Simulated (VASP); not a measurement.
SiW6, 7 atoms in the cell. The cell holds a slab with vacuum, 7 atoms: a = 4.468 Å, b = 4.468 Å, c = 21.626 Å, α = 90.00°, β = 90.00°, γ = 120.00°. 

```yaml
Program: VASP 6.6.1
Task: single point
Functional: PBE
Dispersion: D3(BJ)
Potentials_or_basis: VASP PAW PBE potentials, release 64 (W_sv, Si)
Cutoff: 520 eV
k_mesh: 6 × 6 × 1
Occupations: gaussian, width 0.1 eV
Spin: no spin polarisation
Dipole_correction: yes
Further_INCAR_settings: ALGO = Normal; EDIFF = 1e-06; NBANDS = 53
```

Potentials or basis: VASP PAW PBE potentials, release 64 (W_sv, Si).

The run is started by

```sh
$ cat potpaw_PBE.64/W_sv/POTCAR potpaw_PBE.64/Si/POTCAR > POTCAR
$ mpirun -np 1 vasp_std > vasp.out
```

Hardware: 1 thread of Intel(R) Xeon(R) Platinum 8259CL CPU @ 2.50GHz (Skylake/Cascade Lake), with other jobs on the host.

Question: How long does it take, and how much memory?

Answer: Run time: 11 min on 1 thread of Intel(R) Xeon(R) Platinum 8259CL CPU @ 2.50GHz (Skylake/Cascade Lake), on a shared host, peak memory 0.59 GiB. Counts: scf iterations 34, k points 13.
